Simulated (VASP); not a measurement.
Input of a VASP 6.6.1 run:

Contents of INCAR:

```
PREC = Accurate ; ENCUT = 520
EDIFF = 1E-6 ; ISMEAR = 0
SIGMA = 0.05 ; LREAL = False
LASPH = True ; NELM = 60
ALGO = Normal ; ISIF = 2
LWAVE = False ; LCHARG = False
GGA = PE ; NBANDS = 16
```

The input KPOINTS:

```
Automatic mesh
0
Gamma
  10 10 6
```

The input POSCAR:

```
AlN
1.0
    3.0509689452      0.0000000000      0.0000000000
   -1.5254844726      2.6422166127      0.0000000000
    0.0000000000      0.0000000000      4.8595477451
Al N
2 2
Direct
    0.3333333333      0.6666666667     -0.0017129651
    0.6666666667      0.3333333333      0.4982870349
    0.3333333333      0.6666666667      0.3817129651
    0.6666666667      0.3333333333      0.8817129651
```

Potentials or basis: VASP PAW PBE potentials, release 64 (Al, N).

Launch:

```sh
$ cat potpaw_PBE.64/Al/POTCAR potpaw_PBE.64/N/POTCAR > POTCAR
$ mpirun -np 1 vasp_std > vasp.out
```

Q: Estimate the pressure.

A: 18.7 GPa.

Q: Predict the band gap on the k mesh.

A: 4.74 eV, direct.

 A k mesh can miss the band edges.
